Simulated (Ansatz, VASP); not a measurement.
# Ge in VASP and in Ansatz

```
CELL_PARAMETERS angstrom
0.00000 2.88000 2.88000
2.88000 0.00000 2.88000
2.88000 2.88000 0.00000
ATOMIC_POSITIONS crystal
Ge 0.00601 0.00601 0.00601
Ge 0.25000 0.25000 0.25000
```

Alike in both runs: task single point; functional PBE0; k mesh 4 × 4 × 4; occupations fermi-dirac, width 0.05 eV; no spin polarisation.

|  | VASP | Ansatz |
| --- | --- | --- |
| version | VASP 6.6.1 | Ansatz 0.2.0 development build |
| potentials or method | VASP PAW PBE potentials, release 64 (Ge_d) | plane waves, PAW datasets (generated hard set |
| plane-wave cutoff (eV) | 520 | 700 |
| valence electrons in the cell | 28 | 28 |

|  | VASP | Ansatz | Ansatz less VASP |
| --- | --- | --- | --- |
| gap on the k mesh at the Fermi level (eV) | 0.93 | 0.87 | -0.066 |
| rms of the force components (eV/Å) | 0.446 | 0.448 | +0.0016 |

Atom by atom the forces differ by 0.002 eV/Å (rms over components). The functional is the same, so the differences come from potentials, cutoffs and numerics.

The k mesh is coarse, so the values compare programs but aren't converged.
